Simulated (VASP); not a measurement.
# Zr (Cmce) in VASP: further runs

The runs below take Zr through single point, relaxation of cell and atoms, with r2SCAN.

Everything below comes from runs of VASP 6.6.1. Logs are shortened: lines on timing, memory, paths and dates and some standing lists are left out, and cuts for length are marked.

## 1. The cell of the first run

The structure is orthorhombic, space group Cmce (No. 64). Conventional cell: a = 6.049 Å, b = 3.998 Å, c = 8.155 Å, α = 90.00°, β = 90.00°, γ = 90.00°. Zr (site symmetry m) has 3 Zr at 2.25 to 2.95 Å within 3.0 Å.

## 2. Single point, r2SCAN

The input, POSCAR:

```
Zr
1.0
    3.0246716138     -1.9990765525      0.0000000000
    3.0246716138      1.9990765525      0.0000000000
    0.0000000000      0.0000000000      8.1547314632
Zr
4
Direct
    0.8500000000      0.1500000000      0.1170000000
    0.6500000000      0.3500000000      0.6170000000
    0.1500000000      0.8500000000      0.8830000000
    0.3500000000      0.6500000000      0.3830000000
```

The input, INCAR.step1:

```
SYSTEM = Zr
ALGO = Normal
EDIFF = 1E-4
ENCUT = 520
GGA = PE
ISMEAR = 0
LASPH = .TRUE.
LCHARG = .FALSE.
LREAL = .FALSE.
LWAVE = .TRUE.
NBANDS = 32
NELM = 100
PREC = Accurate
SIGMA = 0.1
```

The input, INCAR.step2:

```
SYSTEM = Zr
ALGO = Normal
EDIFF = 1E-7
ENCUT = 520
ISIF = 2
ISMEAR = 0
ISTART = 1
LASPH = .TRUE.
LCHARG = .FALSE.
LMIXTAU = .TRUE.
LREAL = .FALSE.
LWAVE = .FALSE.
METAGGA = R2SCAN
NBANDS = 32
NELM = 100
PREC = Accurate
SIGMA = 0.1
```

The input, KPOINTS:

```
k-points
0
G
  6 6 2
  0 0 0
```

Potentials or basis: VASP PAW PBE potentials, release 64 (Zr_sv).

The run is started by

```bash
> cat potpaw_PBE.64/Zr_sv/POTCAR > POTCAR
> cp INCAR.step1 INCAR
> mpirun -np 1 vasp_std > vasp.out
> cp INCAR.step2 INCAR
> mpirun -np 1 vasp_std > vasp.out
```

OUTCAR:

```text
SYSTEM = Zr
   EDIFF = 1E-7
   ENCUT = 520
   ISIF = 2
   ISMEAR = 0
   ISTART = 1
   LASPH = .TRUE.
   LREAL = .FALSE.
   METAGGA = R2SCAN
   NELM = 100
   PREC = Accurate

 ion  position               nearest neighbor table
   1  0.850  0.150  0.117-   3 2.25   4 2.95   4 2.95   3 3.39   3 3.66   3 3.66   4 3.72   4 3.72

   2  0.650  0.350  0.617-   4 2.25   3 2.95   3 2.95   4 3.39   4 3.66   4 3.66   3 3.72   3 3.72

   3  0.150  0.850  0.883-   1 2.25   2 2.95   2 2.95   1 3.39   1 3.66   1 3.66   2 3.72   2 3.72

   4  0.350  0.650  0.383-   2 2.25   1 2.95   1 2.95   2 3.39   2 3.66   2 3.66   1 3.72   1 3.72

  LATTYP: Found a base centered orthorhombic cell.
 ALAT       =     3.9981531050
 B/A-ratio  =     1.5130344108
 C/A-ratio  =     2.0396246089

  Lattice vectors:

 A1 = (  -3.0246716138,  -1.9990765525,   0.0000000000)
 A2 = (   3.0246716138,  -1.9990765525,   0.0000000000)
 A3 = (   0.0000000000,   0.0000000000,   8.1547314632)

Analysis of symmetry for initial positions (statically):
=====================================================================
 Subroutine PRICEL returns:
 Original cell was already a primitive cell.

 Routine SETGRP: Setting up the symmetry group for a
 base centered orthorhombic supercell.

 Subroutine GETGRP returns: Found  8 space group operations
 (whereof  4 operations were pure point group operations)
 out of a pool of  8 trial point group operations.

The static configuration has the point symmetry C_2h.
 The point group associated with its full space group is D_2h.

Analysis of symmetry for dynamics (positions and initial velocities):
=====================================================================
 Subroutine PRICEL returns:
 Original cell was already a primitive cell.

 Routine SETGRP: Setting up the symmetry group for a
 base centered orthorhombic supercell.

 Subroutine GETGRP returns: Found  8 space group operations
 (whereof  4 operations were pure point group operations)
 out of a pool of  8 trial point group operations.

The dynamic configuration has the point symmetry C_2h.
 The point group associated with its full space group is D_2h.

 Subroutine INISYM returns: Found  8 space group operations
 (whereof  4 operations are pure point group operations),
 and found     1 'primitive' translations

----------------------------------------------------------------------------------------

                                     Primitive cell

  volume of cell :      98.6160

  direct lattice vectors                    reciprocal lattice vectors
     3.024671614 -1.999076553  0.000000000     0.165307202 -0.250115484  0.000000000
     3.024671614  1.999076553  0.000000000     0.165307202  0.250115484  0.000000000
     0.000000000  0.000000000  8.154731463     0.000000000  0.000000000  0.122628195

  length of vectors
     3.625595873  3.625595873  8.154731463     0.299806982  0.299806982  0.122628195

  position of ions in fractional coordinates (direct lattice)
     0.850000000  0.150000000  0.117000000
     0.650000000  0.350000000  0.617000000
     0.150000000  0.850000000  0.883000000
     0.350000000  0.650000000  0.383000000

  ion indices of the primitive-cell ions
   primitive index   ion index
                 1           1
                 2           2
                 3           3
                 4           4

----------------------------------------------------------------------------------------

 KPOINTS: k-points

Automatic generation of k-mesh.
 Grid dimensions read from file:
 generate k-points for:    6    6    2

 Generating k-lattice:

  Cartesian coordinates                     Fractional coordinates (reciprocal lattice)
     0.027551200 -0.041685914  0.000000000     0.166666667  0.000000000  0.000000000
     0.027551200  0.041685914  0.000000000     0.000000000  0.166666667  0.000000000
     0.000000000  0.000000000  0.061314097     0.000000000  0.000000000  0.500000000

  Length of vectors
     0.049967830  0.049967830  0.061314097

  Shift w.r.t. Gamma in fractional coordinates (k-lattice)
     0.000000000  0.000000000  0.000000000

 Subroutine IBZKPT returns following result:
 ===========================================

 Found     26 irreducible k-points:

 Following reciprocal coordinates:
            Coordinates               Weight
  0.000000  0.000000  0.000000      1.000000
  0.166667 -0.000000  0.000000      4.000000
  0.333333 -0.000000  0.000000      4.000000
  0.500000 -0.000000  0.000000      2.000000
  0.166667  0.166667  0.000000      2.000000
  0.333333  0.166667  0.000000      4.000000
[... 16 lines left out ...]
  0.333333  0.333333  0.500000      2.000000
  0.500000  0.333333  0.500000      4.000000
 [... further k-points ...]
   k-points           NKPTS =     26   k-points in BZ     NKDIM =     26   number of bands    NBANDS=     32
   number of dos      NEDOS =    301   number of ions     NIONS =      4
   total plane-waves  NPLWV =  50176
   dimension x,y,z NGX =    28 NGY =   28 NGZ =   64
   dimension x,y,z NGXF=    56 NGYF=   56 NGZF=  128
   ions per type =               4
   NGX,Y,Z   is equivalent  to a cutoff of  12.84, 12.84, 13.05 a.u.
   NGXF,Y,Z  is equivalent  to a cutoff of  25.68, 25.68, 26.09 a.u.
 SYSTEM =  Zr
   PREC   = accura    normal or accurate (medium, high low for compatibility)
   ISTART =      1    job   : 0-new  1-cont  2-samecut
   ICHARG =      0    charge: 1-file 2-atom 10-const
   ISPIN  =      1    spin polarized calculation?
   LNONCOLLINEAR =      F non collinear calculations
   LSORBIT =      F    spin-orbit coupling
   LASPH  =      T    aspherical Exc in radial PAW
   ENCUT  =  520.0 eV  38.22 Ry    6.18 a.u.   6.74  6.74 15.16*2*pi/ulx,y,z
   NELM   =    100;   NELMIN=  2; NELMDL=  0     # of ELM steps
   EDIFF  = 0.1E-06   stopping-criterion for ELM
   LREAL  =      F    real-space projection
   EDIFFG = 0.1E-05   stopping-criterion for IOM
   NSW    =      0    number of steps for IOM
   IBRION =     -1    ionic relax: 0-MD 1-quasi-New 2-CG
   NFREE  =      0    steps in history (QN), initial steepest desc. (CG)
   ISIF   =      2    stress and relaxation
   ISYM   =      2    0-nonsym 1-usesym 2-fastsym
   POTIM  = 0.5000    time-step for ionic-motion
   TEBEG  =    0.0;   TEEND  =   0.0 temperature during run
   PSTRESS=    0.0 pullay stress
   NELECT =      48.0000    total number of electrons
   NUPDOWN=      -1.0000    fix difference up-down
   EMIN   =  10.00;   EMAX   =-10.00  energy-range for DOS
   EFERMI =   0.00;   METHOD = LEGACY
   ISMEAR =     0;   SIGMA  =   0.10  broadening in eV -4-tet -1-fermi 0-gaus
   EFERMI_NEDOS =   21; number of points for ismear=-14 and -15
   IALGO  =     38    algorithm
   IMIX   =      4    mixing-type and parameters
     AMIX     =   0.40;   BMIX     =  1.00
     AMIX_MAG =   1.60;   BMIX_MAG =  1.00
  volume/ion in A,a.u.               =      24.65       166.37
  Fermi-wavevector in a.u.,A,eV,Ry     =   1.287773  2.433539 22.563364  1.658360
  Thomas-Fermi vector in A             =   2.419767
   LORBIT       =      0    0 simple, 1 ext, 2 COOP (PROOUT), +10 PAW based schemes
   METAGGA = R2SCAN    functional components
   LHFCALC =     F    Hartree Fock is set to
   AEXX    =    0.0000 exact exchange contribution
   IVDW    =     0    specifies the selected vdW correction
   LEPSILON=     F    determine dielectric tensor
   LRPA    =     F    only Hartree local field effects (RPA)
 non-spin polarized calculation
 Gauss-broadening in eV      SIGMA  =   0.10
  energy-cutoff  :      520.00
  volume of cell :       98.62
 maximum number of plane-waves:      2676
   NGX = 13   NGY = 13   NGZ = 31

 number of electron      47.9999999 magnetization

 Free energy of the ion-electron system (eV)
  ---------------------------------------------------
  ext. energy  EPLUGINS =         0.00000000
  ---------------------------------------------------
  free energy    TOTEN  =       -87.60534196 eV

  energy without entropy =      -87.57840749  energy(sigma->0) =      -87.59187473

 E-fermi :   7.7371     XC(G=0): -11.5304

 val. band max:        7.7251076317   @ k =   0.0000   0.0000   0.0000
 cond. band min:       7.7457982838   @ k =   0.1667  -0.0000   0.0000
 fundamental gap:      0.0206906521
 Fermi energy:         7.7370761562

 k-point     1 :       0.0000    0.0000    0.0000
  band No.  band energies     occupation
      1     -42.7398      2.00000
      2     -42.6190      2.00000
      3     -41.8652      2.00000
      4     -41.7260      2.00000
      5     -21.7400      2.00000
      6     -21.4598      2.00000
[... 24 lines left out ...]
     31      10.6189      0.00000
     32      10.8099      0.00000

 k-point     2 :       0.1667   -0.0000    0.0000
  band No.  band energies     occupation
      1     -42.7245      2.00000
      2     -42.6196      2.00000
      3     -41.8567      2.00000
      4     -41.7362      2.00000
      5     -21.7307      2.00000
      6     -21.4941      2.00000
[... 24 lines left out ...]
     31      10.8079      0.00000
     32      10.9698      0.00000

 k-point     3 :       0.3333   -0.0000    0.0000
  band No.  band energies     occupation
      1     -42.6875      2.00000
      2     -42.6267      2.00000
      3     -41.8330      2.00000
      4     -41.7636      2.00000
      5     -21.7050      2.00000
      6     -21.5756      2.00000
[... 24 lines left out ...]
     31      10.9901      0.00000
     32      11.2116      0.00000

 k-point     4 :       0.5000   -0.0000    0.0000
  band No.  band energies     occupation
      1     -42.6496      2.00000
      2     -42.6496      2.00000
      3     -41.7993      2.00000
      4     -41.7993      2.00000
      5     -21.6558      2.00000
      6     -21.6558      2.00000
[... 654 lines left out ...]
     31      10.9361      0.00000
     32      10.9361      0.00000

 k-point    23 :       0.3333    0.3333    0.5000
  band No.  band energies     occupation
      1     -42.6606      2.00000
      2     -42.6606      2.00000
      3     -41.7822      2.00000
      4     -41.7822      2.00000
      5     -21.6069      2.00000
      6     -21.6069      2.00000
[... 24 lines left out ...]
     31      11.9759      0.00000
     32      11.9759      0.00000

 k-point    24 :       0.5000    0.3333    0.5000
  band No.  band energies     occupation
      1     -42.6520      2.00000
      2     -42.6520      2.00000
      3     -41.7843      2.00000
      4     -41.7843      2.00000
      5     -21.6155      2.00000
      6     -21.6155      2.00000
[... 24 lines left out ...]
     31      12.0789      0.00000
     32      12.0789      0.00000

 [... further k-points ...]

------------------------ aborting loop because EDIFF is reached ----------------------------------------

  FORCE on cell =-STRESS in cart. coord.  units (eV):
  Direction    XX          YY          ZZ          XY          YZ          ZX
  --------------------------------------------------------------------------------------
  -------------------------------------------------------------------------------------
  Total       -9.7021563      1.3852491     11.8152251      0.0000000      0.0000000      0.0000000
  in kB     -157.6273344     22.5056291    191.9575807      0.0000000      0.0000000      0.0000000
  external PRESSURE =      18.9452918 kB  Pullay stress =       0.0000000 kB

 VOLUME and BASIS-vectors are now :
 -----------------------------------------------------------------------------
  energy-cutoff  :      520.00
  volume of cell :       98.62
      direct lattice vectors                 reciprocal lattice vectors
     3.024671614 -1.999076553  0.000000000     0.165307202 -0.250115484  0.000000000
     3.024671614  1.999076553  0.000000000     0.165307202  0.250115484  0.000000000
     0.000000000  0.000000000  8.154731463     0.000000000  0.000000000  0.122628195

 POSITION                                       TOTAL-FORCE (eV/Angst)
 -----------------------------------------------------------------------------------
      3.02467     -1.39935      0.95410         0.000000      2.706143      2.928496
      3.02467     -0.59972      5.03147         0.000000     -2.706143      2.928496
      3.02467      1.39935      7.20063         0.000000     -2.706143     -2.928496
      3.02467      0.59972      3.12326         0.000000      2.706143     -2.928496
 -----------------------------------------------------------------------------------
    total drift:                               -0.000000     -0.000000      0.000000

  FREE ENERGIE OF THE ION-ELECTRON SYSTEM (eV)
  ---------------------------------------------------
  free  energy   TOTEN  =       -87.6053419617 eV

  energy  without entropy=      -87.5784074943  energy(sigma->0) =      -87.59187473
```

It took 5.4 min on 1 thread of Intel Xeon Platinum 8259CL at 2.50GHz (Skylake/Cascade Lake), shared host; peak memory 0.25 GiB.

Results:

```
Free energy            : -87.6053 eV
Pressure               : 1.9 GPa
Largest force          : 3.987 eV/Å
Band gap on the k mesh : zero (band 24 reaches 8.03 eV, above the bottom of band 25 at 7.32 eV)
```

Forces on the atoms (eV/Å):
```
Zr   0.000  2.706  2.928
Zr   0.000 -2.706  2.928
Zr   0.000 -2.706 -2.928
Zr   0.000  2.706 -2.928
```

Caveat: the k points lie up to 0.39 Å⁻¹ apart; the PAW data sets were made with another functional, which shifts forces and pressure a little.

## 3. Relaxation of cell and atoms, r2SCAN

This run uses another cell than the first one, of 24.76 Å³/atom, 1.004 times its volume.

The input, POSCAR:

```
Zr
1.0
    2.4434843679     -4.1412528644      0.0000000000
    2.4434843679      4.1412528644      0.0000000000
    0.0000000000      0.0000000000      4.8934692373
Zr
4
Direct
    0.1525000000      0.8475000000      0.0785000000
    0.6525000000      0.3475000000      0.4215000000
    0.8475000000      0.1525000000      0.9215000000
    0.3475000000      0.6525000000      0.5785000000
```

The input, INCAR.step1:

```
PREC = Accurate
ENCUT = 600
ISMEAR = 0
SIGMA = 0.1
LREAL = False
LASPH = True
NELM = 100
GGA = PE
ALGO = Normal
EDIFF = 1E-4
LWAVE = True
LCHARG = False
```

The input, INCAR.step2:

```
PREC = Accurate
ENCUT = 600
EDIFF = 1E-7
ISMEAR = 0
SIGMA = 0.1
LREAL = False
LASPH = True
NELM = 100
ALGO = Normal
ISIF = 3
LWAVE = False
LCHARG = False
METAGGA = R2SCAN
LMIXTAU = True
IBRION = 2
NSW = 90
EDIFFG = -0.04
ISTART = 1
```

The input, KPOINTS:

```
Automatic mesh
0
Gamma
  4 4 4
```

Potentials or basis: VASP PAW PBE potentials, release 64 (Zr_sv).

The run is started by

```bash
> cat potpaw_PBE.64/Zr_sv/POTCAR > POTCAR
> cp INCAR.step1 INCAR
> mpirun -np 1 vasp_std > vasp.out
> cp INCAR.step2 INCAR
> mpirun -np 1 vasp_std > vasp.out
```

OUTCAR:

```text
PREC = Accurate
   ENCUT = 600
   EDIFF = 1E-7
   ISMEAR = 0
   LREAL = False
   LASPH = True
   NELM = 100
   ISIF = 3
   METAGGA = R2SCAN
   IBRION = 2
   NSW = 90
   EDIFFG = -0.04
   ISTART = 1

 ion  position               nearest neighbor table
   1  0.153  0.847  0.078-   3 2.64   4 2.93   4 2.93   2 2.96   2 2.96   3 3.03   3 3.03
   2  0.653  0.347  0.422-   4 2.64   3 2.93   3 2.93   1 2.96   1 2.96   4 3.03   4 3.03
   3  0.847  0.153  0.922-   1 2.64   2 2.93   2 2.93   4 2.96   4 2.96   1 3.03   1 3.03
   4  0.347  0.653  0.578-   2 2.64   1 2.93   1 2.93   3 2.96   3 2.96   2 3.03   2 3.03

  LATTYP: Found a base centered orthorhombic cell.
 ALAT       =     4.8869687358
 B/A-ratio  =     1.6948145520
 C/A-ratio  =     1.0013301705

  Lattice vectors:

 A1 = (   2.4434843679,  -4.1412528644,   0.0000000000)
 A2 = (   2.4434843679,   4.1412528644,   0.0000000000)
 A3 = (   0.0000000000,   0.0000000000,   4.8934692373)
[... 290 lines left out ...]

[... ionic steps 4 to 17 ...]

--------------------------------------- Ionic step       18  -------------------------------------------

 number of electron      48.0000001 magnetization

------------------------ aborting loop because EDIFF is reached ----------------------------------------
[... 71 lines left out ...]
--------------------------------------- Ionic step       20  -------------------------------------------

 number of electron      48.0000001 magnetization

 Free energy of the ion-electron system (eV)
  ---------------------------------------------------
  ext. energy  EPLUGINS =         0.00000000
  ---------------------------------------------------
  free energy    TOTEN  =       -89.94948765 eV

  energy without entropy =      -89.93595997  energy(sigma->0) =      -89.94272381

 E-fermi :   7.9700     XC(G=0): -11.5040

 val. band max:        7.9642074683   @ k =   0.2500   0.2500   0.0000
 cond. band min:       8.0256519260   @ k =   0.0000   0.0000   0.0000
 fundamental gap:      0.0614444577
 Fermi energy:         7.9699828370

 k-point     1 :       0.0000    0.0000    0.0000
  band No.  band energies     occupation
      1     -42.3118      2.00000
      2     -42.1056      2.00000
      3     -42.0578      2.00000
      4     -42.0241      2.00000
      5     -20.1159      2.00000
      6     -20.1116      2.00000
[... 671 lines left out ...]
  FREE ENERGIE OF THE ION-ELECTRON SYSTEM (eV)
  ---------------------------------------------------
  free  energy   TOTEN  =       -89.9494876524 eV

  energy  without entropy=      -89.9359599661  energy(sigma->0) =      -89.94272381

 reached required accuracy - stopping structural energy minimisation
```

It took 41 min on 1 thread of Intel Xeon 6975P-C (Granite Rapids), shared host; peak memory 0.29 GiB.

What came out:

| Property | Result |
| --- | --- |
| Free energy | -89.9495 eV |
| Relaxed volume | 24.84 Å³/atom |
| Relaxed cell | a = 5.820 Å, b = 5.820 Å, c = 4.024 Å, α = 90.00°, β = 90.00°, γ = 133.20° |
| Space group after relaxing (to 0.05 Å) | Fmmm (No. 69) |
| Energy gained by relaxing | 971.7 meV/atom |
| Ionic steps | 20 |
| Pressure after relaxing | 0.0 GPa |
| Largest force after relaxing | 0.037 eV/Å |
| Band gap on the k mesh | zero (band 24 reaches 8.08 eV, above the bottom of band 25 at 7.85 eV) |

Forces in eV/Å, atoms in the order of the input:
```
Zr   0.000 -0.036  0.005
Zr   0.000 -0.036 -0.005
Zr   0.000  0.036 -0.005
Zr   0.000  0.036  0.005
```

Stress tensor (GPa, compression positive):
```
 0.13  0.00  0.00
 0.00 -0.03  0.00
 0.00  0.00 -0.02
```

The path:
```
step  energy change (eV)  largest force (eV/Å)  pressure (GPa)  volume (Å³)
   1              0.0000                0.2419            5.10        99.03
   2             -0.6139                0.9318           -1.62       110.49
   3             -0.5896                1.6838           -9.18       129.73
   4             -0.7608                1.3890           -5.64       119.40
   5             -1.1081                1.7104           -6.45       120.53
   6             -1.9297                2.0602           -7.90       122.31
   7             -1.9348                1.3120           -5.24       119.34
   8             -2.0701                2.0284           -7.87       122.26
   9             -2.7717                1.5388           -2.37       111.53
  10             -2.8338                1.3597            0.98       107.09
  11             -3.1918                1.0686            0.22       107.13
  12             -3.6482                0.9166           -1.95       106.70
  13             -3.6529                0.8424           -1.74       106.79
  14             -3.7909                0.6729           -0.73       103.28
  15             -3.8483                0.4667            0.91        99.20
  16             -3.8757                0.2594           -1.10       100.39
  17             -3.8769                0.2335           -0.76       100.18
  18             -3.8854                0.0604            0.38        98.86
  19             -3.8854                0.0749            0.28        98.97
  20             -3.8869                0.0367            0.03        99.37
```

Final structure:
```
CELL_PARAMETERS angstrom
2.31139 -5.34175 0.00000
2.31139 5.34175 0.00000
0.00000 0.00000 4.02417
ATOMIC_POSITIONS crystal
Zr 0.14811 0.85189 0.99989
Zr 0.64811 0.35189 0.50011
Zr 0.85189 0.14811 0.00011
Zr 0.35189 0.64811 0.49989
```

Caveat: the k points lie up to 0.39 Å⁻¹ apart in the final cell; the PAW data sets were made with another functional, which shifts forces and pressure a little.

(Continued in part 2 of 2.)
